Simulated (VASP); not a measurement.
Here is a VASP 6.6.1 calculation.

Contents of INCAR:

```
SYSTEM = Ga2O3
  ALGO = Normal
  EDIFF = 1E-6
  ENCUT = 910
  GGA = PE
  GGA_COMPAT = .False.
  ISIF = 2
  ISMEAR = 0
  LASPH = .True.
  LCHARG = .True.
  LELF = .True.
  LREAL = .False.
  LVHAR = .True.
  LWAVE = .False.
  NBANDS = 55
  NELM = 120
  PREC = Accurate
  SIGMA = 0.05
```

File KPOINTS:

```
k-points
0
Gamma
  6 6 6
  0 0 0
```

The input POSCAR:

```
Ga2O3
1.0
    2.5287245564      1.3918442751      4.5191358157
   -2.5287245564      1.3918442751      4.5191358157
    0.0000000000     -2.9880351348      4.5848340068
Ga O
4 6
Direct
    0.3558687539      0.3558687539      0.3558687539
    0.1441312461      0.1441312461      0.1441312461
    0.6441312461      0.6441312461      0.6441312461
    0.8558687539      0.8558687539      0.8558687539
    0.5531733332      0.9468266668      0.2500000000
    0.2500000000      0.5531733332      0.9468266668
    0.9468266668      0.2500000000      0.5531733332
    0.4468266668      0.0531733332      0.7500000000
    0.7500000000      0.4468266668      0.0531733332
    0.0531733332      0.7500000000      0.4468266668
```

Potentials or basis: VASP PAW PBE potentials, release 64 (Ga_d, O_h).

Run with:

```console
$ cat potpaw_PBE.64/Ga_d/POTCAR potpaw_PBE.64/O_h/POTCAR > POTCAR
$ mpirun -np 1 vasp_std > vasp.out
```

Estimate the pressure.

0.7 GPa.

Estimate the largest force.

0.192 eV/Å.

What does it give for the band gap on the k mesh?

2.38 eV (least direct gap 2.61 eV).

Stress tensor (GPa, compression positive):
```
0.86 0.00 0.00
0.00 0.69 2.70
0.00 2.70 0.69
```

Caveat: the cell differs from its parent crystal (strain -0.0300 x Voigt [0, 0, 0, 1, 0, 0]); the cutoff is under 1.25 times the usual one of these potentials, so pressure, stress and relaxed cells hold a basis-set (Pulay) error. A k mesh can miss the band edges.
